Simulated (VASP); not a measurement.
## C: single point with LDA

Crystal: C.

```
C
1.0
     0.00000    1.99532    1.70397
     1.59802    0.00000    1.70397
     1.59802    1.99532    0.00000
C
2
Direct
  0.50000 0.50000 0.50000
  0.75000 0.75000 0.75000
```

This cell differs from its parent crystal: strain +e along x and -e along y -0.1125, strain +e along z and -e/2 along x and y -0.0350.

- Program: VASP 6.6.1
- Task: single point
- Functional: LDA
- Potentials or basis: VASP PAW LDA potentials, release 64 (C_h)
- Cutoff: 1300 eV
- k mesh: 12 × 12 × 12
- Occupations: gaussian, width 0.05 eV
- Spin: no spin polarisation

- Pressure: 8.4 GPa
- Band gap on the k mesh: 0.66 eV (least direct gap 3.38 eV)

Stress tensor (GPa, compression positive):
```
  98.37    0.00    0.00
   0.00 -134.01    0.00
   0.00    0.00   60.81
```

Levels at points of the mesh, in eV from the valence-band top:
```tsv
k point	band 2	band 3	band 4	band 5	band 6	band 7
(0.00, 0.00, 0.00)	-3.84	-0.60	0.00	3.38	4.17	6.10
(0.50, 0.00, 0.00)	-15.23	-6.26	-2.33	3.38	7.64	11.12
(0.50, 0.50, 0.00)	-13.81	-8.16	-8.16	2.92	2.92	13.65
(0.50, 0.00, 0.50)	-16.29	-5.83	-5.83	6.55	6.55	14.57
(0.00, 0.50, 0.50)	-12.70	-9.21	-9.21	1.27	1.27	14.76
```

Run time: 61 s on 1 thread of AMD EPYC 7R13 Processor (Zen 3), on a shared host, peak memory 0.19 GiB.

Caveat: the cell differs from its parent crystal (strain +e along x and -e along y -0.1125, strain +e along z and -e/2 along x and y -0.0350); the stress differs along the axes, from -134 to 98 GPa. A k mesh can miss the band edges.
